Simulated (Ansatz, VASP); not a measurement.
**CdS: VASP beside Ansatz**

```
CELL_PARAMETERS angstrom
2.90917 2.90917 0.00000
-2.90917 2.90917 0.00000
0.00000 2.90917 2.90917
ATOMIC_POSITIONS crystal
Cd 0.00000 0.00000 0.00000
S 0.75000 0.25000 0.50000
```

Alike in both runs: task single point; functional r2SCAN; k mesh 8 × 8 × 8; no spin polarisation.

```csv
,VASP,Ansatz
version,VASP 6.6.1,Ansatz 0.2.0
potentials or method,"VASP PAW PBE potentials, release 64 (Cd, S)","PAW with Ansatz's default frozen-core files, scalar-relativistic"
plane-wave cutoff (eV),520,500
occupations,"gaussian, width 0.01 eV",fixed
valence electrons in the cell,18,26
```

Ansatz gave:

| Item | Value |
| --- | --- |
| gap on the k mesh at the Fermi level (eV) | 1.61 |
| pressure (GPa) | 2.0 |

Q: Estimate VASP's values.

A: gap on the k mesh at the Fermi level (eV): 1.61; pressure (GPa): 2.3.

VASP's potentials were made for PBE, not for r2SCAN. VASP's potentials hold 18 valence electrons a cell and Ansatz's 26, so a difference there can come from the potentials and not from the codes.
